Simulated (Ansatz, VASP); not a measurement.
## C11O: VASP beside Ansatz

```
C O
1.0
     3.64732    0.00000    0.00000
    -1.66588    3.93102    0.00000
     0.00000    0.00000   23.18096
C O
11 1
Direct
  0.50018 0.33339 0.17256
  0.49982 0.66661 0.17256
  0.50018 0.83339 0.22572
  0.49982 0.16661 0.22572
  0.50002 0.33532 0.27887
  0.49998 0.66468 0.27887
  0.50013 0.83665 0.33226
  0.49987 0.16335 0.33226
  0.49976 0.35443 0.38096
  0.50024 0.64557 0.38096
  0.24976 0.10443 0.56861
  0.24976 0.10443 0.51900
```

Alike in both runs: task single point; functional PBE; dispersion D3(BJ); k mesh 8 × 7 × 1; occupations gaussian, width 0.05 eV; no spin polarisation.

|  | VASP | Ansatz |
| --- | --- | --- |
| version | VASP 6.6.1 | Ansatz 0.2.0 |
| potentials or method | VASP PAW PBE potentials, release 64 (C, O), cutoff 520 eV | scalar-relativistic, plane waves, PAW |
| valence electrons in the cell | 50 | 50 |

```csv
,VASP,Ansatz,Ansatz less VASP
gap on the k mesh at the Fermi level (eV),none,none,-
rms of the force components (eV/Å),1.633,1.670,+0.0367
```

A gap of «none» marks a metal or a gap that the smearing closes.

Noted on VASP's run: the standard files for N, O and F lose accuracy on very short bonds.
